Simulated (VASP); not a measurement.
Write the native input for VASP 6.6.1 that does the following.

- Task: single point
- Functional: LDA
- Potentials or basis: VASP PAW LDA potentials, release 64 (Be, Se)
- Cutoff: 520 eV
- k mesh: 6 × 6 × 4
- Occupations: gaussian, width 0.1 eV
- Spin: no spin polarisation
- Dipole correction: no
- Further INCAR settings: ALGO = Normal; EDIFF = 1e-06; NBANDS = 23

The structure of BeSe2 lies in POSCAR:

```
BeSe2
1.0
    4.8193029093     -1.7591585020      0.9106865895
    4.8193029093      1.7591585020      0.9106865895
   -2.8385883792      0.0000000000      5.8363223845
Be Se
2 4
Direct
    0.7768755073      0.2231244927      0.2500000000
    0.2231244927      0.7768755073      0.7500000000
    0.8573660167      0.3879847072     -0.0225766618
    0.6120152928      0.1426339833      0.5225766618
    0.1426339833      0.6120152928      1.0225766618
    0.3879847072      0.8573660167      0.4774233382
```

The input as run:

INCAR

```
SYSTEM = BeSe2
ALGO = Normal
EDIFF = 1E-6
ENCUT = 520
ISIF = 2
ISMEAR = 0
LASPH = .TRUE.
LCHARG = .FALSE.
LREAL = .FALSE.
LWAVE = .FALSE.
NBANDS = 23
NELM = 100
PREC = Accurate
SIGMA = 0.1
```

KPOINTS

```
k-points
0
G
  6 6 4
  0 0 0
```

Potentials or basis: VASP PAW LDA potentials, release 64 (Be, Se).

The run is started by

```bash
$ cat potpaw_LDA.64/Be/POTCAR potpaw_LDA.64/Se/POTCAR > POTCAR
$ mpirun -np 1 vasp_std > vasp.out
```

It gave:

```
Pressure               : 0.0 GPa
Largest force          : 0.045 eV/Å
Band gap on the k mesh : zero (bands 14 and 15 overlap by 0.34 eV)
```

Caveat: semilocal functionals underestimate gaps, and a narrow one can read as zero.

Wall time 3.9 min on 1 thread of Intel Xeon 8259CL, on a shared host, peak memory 0.27 GiB.
